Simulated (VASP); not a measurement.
MoS2:

```xyz
6
Lattice="3.1492 0.0000 0.0000 -1.5746 2.7273 0.0000 0.0000 0.0000 12.0899" Properties=species:S:1:pos:R:3 pbc="T T T"
Mo    0.0000    1.8182    3.0225
Mo    1.5746    0.9091    9.0674
S     0.0000    1.8182    7.5016
S     1.5746    0.9091    1.4567
S     0.0000    1.8182   10.6331
S     1.5746    0.9091    4.5882
```

- Program: VASP 6.6.1
- Task: relaxation of cell and atoms
- Functional: PBEsol
- Potentials or basis: VASP PAW PBE potentials, release 64 (Mo_sv, S)
- Cutoff: 600 eV
- k mesh: 12 × 12 × 4
- Occupations: gaussian, width 0.02 eV
- Spin: no spin polarisation

At the start: pressure -1.0 GPa; volume 17.31 Å³/atom.

Q: Where does the relaxation end?

A: Over 21 steps the energy falls by 3.5 meV/atom and the volume is 17.86 Å³/atom (+3.2 %); space group P6_3/mmc (No. 194, to 0.05 Å).

Step by step:
```
step  energy change (eV)  largest force (eV/Å)  pressure (GPa)  volume (Å³)
   1              0.0000                0.2343           -1.03       103.83
   2              0.0073                0.2304            2.74       102.18
   3             -0.0041                0.0634            0.35       103.21
   4             -0.0071                0.0695            0.35       103.46
   5             -0.0128                0.0880            0.38       104.20
   6             -0.0123                0.1247            0.55       105.67
   7             -0.0145                0.1006            0.46       104.89
   8             -0.0165                0.0901            0.31       105.28
   9             -0.0201                0.0585           -0.12       106.45
  10             -0.0205                0.0445           -0.31       106.97
  11             -0.0207                0.0228            0.12       106.88
  12             -0.0208                0.0039            0.00       106.90
  13             -0.0208                0.0017            0.03       106.90
  14             -0.0208                0.0025            0.07       106.88
  15             -0.0209                0.0147           -0.02       106.96
  16             -0.0209                0.0131           -0.01       106.95
  17             -0.0209                0.0104           -0.01       107.00
  18             -0.0209                0.0027           -0.04       107.13
  19             -0.0209                0.0046            0.02       107.14
  20             -0.0209                0.0067            0.03       107.14
  21             -0.0209                0.0008            0.01       107.17
```

Final structure:
```yaml
crystal:
  lattice:
    - [3.14147, 0.00000, 0.00000]
    - [-1.57074, 2.72060, 0.00000]
    - [0.00000, 0.00000, 12.53996]
  atoms:
    - { symbol: Mo, position: [0.33333, 0.66667, 0.25000] }
    - { symbol: Mo, position: [0.66667, 0.33333, 0.75000] }
    - { symbol: S, position: [0.33333, 0.66667, 0.62568] }
    - { symbol: S, position: [0.66667, 0.33333, 0.12568] }
    - { symbol: S, position: [0.33333, 0.66667, 0.87432] }
    - { symbol: S, position: [0.66667, 0.33333, 0.37432] }
```

Caveat: the PAW data sets were made with another functional, which shifts forces and pressure a little; this functional lacks dispersion, which binds the layers, so the pressure and a relaxed spacing across them are unreliable.
